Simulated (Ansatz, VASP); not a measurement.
# Two plane-wave programs on BiSe4

```
Bi Se
1.0
    -3.29832    3.29832    3.29832
     3.29832   -3.29832    3.29832
     3.29832    3.29832   -3.29832
Bi Se
1 4
Direct
  0.00000 0.00000 0.00000
  0.50000 0.50000 0.50000
  0.00000 0.00000 0.50000
  0.00000 0.50000 0.00000
  0.50000 0.00000 0.00000
```

Alike in both runs: task relaxation of cell and atoms; functional PBE; k mesh 4 × 4 × 4; occupations gaussian, width 0.1 eV; no spin polarisation.

```csv
,VASP,Ansatz
version,VASP 6.6.1,Ansatz 0.2.0
potentials or method,"VASP PAW PBE potentials, release 64 (Bi_d, Se), cutoff 600 eV","scalar-relativistic, plane waves, PAW"
valence electrons in the cell,39,79
```

```tsv
	VASP	Ansatz	Ansatz less VASP
gap on the k mesh at the Fermi level, each at its own relaxed structure (eV)	none	none	-
relaxed volume (Å³/atom)	30.30	30.36	+0.061
relaxed length of the cell vector where the two differ most in proportion (Å)	5.817	5.820	+0.0039
```

A gap of «none» marks a metal or a gap that the smearing closes. VASP's potentials hold 39 valence electrons a cell and Ansatz's 79, so a difference there can come from the potentials and not from the codes.

Spin-orbit coupling is off throughout.
